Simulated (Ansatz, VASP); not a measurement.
Zr in VASP and in Ansatz

Contents of INCAR:

```
SYSTEM = Zr
  ALGO = Normal
  EDIFF = 1E-6
  ENCUT = 520
  GGA = PE
  ISIF = 2
  ISMEAR = -1
  LASPH = .TRUE.
  LCHARG = .TRUE.
  LELF = .TRUE.
  LREAL = .FALSE.
  LVHAR = .TRUE.
  LWAVE = .FALSE.
  NBANDS = 19
  NELM = 100
  PREC = Accurate
  SIGMA = 0.08
```

KPOINTS

```
k-points
0
G
  13 13 7
  0 0 0
```

Contents of POSCAR:

```
Zr
1.0
    3.2319982225      0.0000000000      0.0000000000
   -1.6159991112      2.7989925656      0.0000000000
    0.0000000000      0.0000000000      5.2499400000
Zr
2
Direct
    0.3333333333      0.6666666667      0.2500000000
    0.6666666667      0.3333333333      0.7500000000
```

Input for Ansatz:

```yaml
crystal:
  lattice:
    - [3.2319982225, 0.0, 0.0]
    - [-1.6159991112, 2.7989925656, 0.0]
    - [0.0, 0.0, 5.24994]
  atoms:
    - { symbol: Zr, position: [0.3333333333, 0.6666666667, 0.25] }
    - { symbol: Zr, position: [0.6666666667, 0.3333333333, 0.75] }
kpoints:
  mp_grid: { grid: [13, 13, 7] }
  band_path:
    path:
      - [0.0, 0.0, 0.0]
      - [0.5, 0.0, 0.0]
      - [0.3333333333, 0.3333333333, 0.0]
      - [0.0, 0.0, 0.0]
      - [0.0, 0.0, 0.5]
      - [0.5, 0.0, 0.5]
      - [0.3333333333, 0.3333333333, 0.5]
      - [0.0, 0.0, 0.5]
      - [0.5, 0.0, 0.5]
    npoints: 5
scf:
  occupations: { method: fermi_dirac, width: 0.08 }
hamiltonian:
  xc: pbe
  pseudopotentials: { kind: all_electron, lapw: { basis_error: 0.001 } }
output:
  forces: true
  stress: true
  eigenvalues: true
```

Change from the starting cell: zz strain of +2 %.

Alike in both runs: task single point; functional PBE; k mesh 13 × 13 × 7; occupations fermi-dirac, width 0.08 eV; no spin polarisation.

```csv
,VASP,Ansatz
version,VASP 6.6.1,Ansatz 0.2.0
potentials or method,"VASP PAW PBE potentials, release 64 (Zr_sv), cutoff 520 eV","all-electron LAPW, scalar-relativistic"
```

|  | VASP | Ansatz | Ansatz less VASP |
| --- | --- | --- | --- |
| pressure (GPa) | -1.4 | -1.4 | -0.01 |
| traceless stress, the component that is largest in VASP (GPa) | -0.79 | -0.79 | +0.001 |

Ansatz ran all-electron here, and VASP with PAW potentials.
